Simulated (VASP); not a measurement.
Input of a VASP 6.6.1 run:

File INCAR:

```
PREC = Accurate
ENCUT = 520
EDIFF = 1E-6
ISMEAR = -1
SIGMA = 0.1
LREAL = F
LASPH = T
NELM = 80
ALGO = Normal
ISIF = 2
LWAVE = F
LCHARG = F
GGA = PS
NBANDS = 16
```

Contents of KPOINTS:

```
regular mesh
0
Gamma
  7 7 4
```

POSCAR

```
Si
1.0
    3.8941366406      0.0000000000      0.0000000000
   -1.9470688285      3.3724214070      0.0000000000
    0.0000000000      0.0000000000      6.4364539299
Si
4
Direct
    0.3333333333      0.6666666667      0.0630090000
    0.6666666667      0.3333333333      0.5630100000
    0.3333333333      0.6666666667      0.4369910000
    0.6666666667      0.3333333333      0.9369900000
```

Potentials or basis: VASP PAW PBE potentials, release 64 (Si).

The run is started by

```bash
$ cat potpaw_PBE.64/Si/POTCAR > POTCAR
$ mpirun -np 1 vasp_std > vasp.out
```

**Question.** Predict the largest force.

**Answer.** 0.025 eV/Å.

**Question.** Predict the pressure.

**Answer.** -4.4 GPa.

Stress tensor (GPa, compression positive):
```
-4.34  0.00  0.00
 0.00 -4.34  0.00
 0.00  0.00 -4.49
```

Caveat: the PAW data sets were made with another functional, which shifts forces and pressure a little.
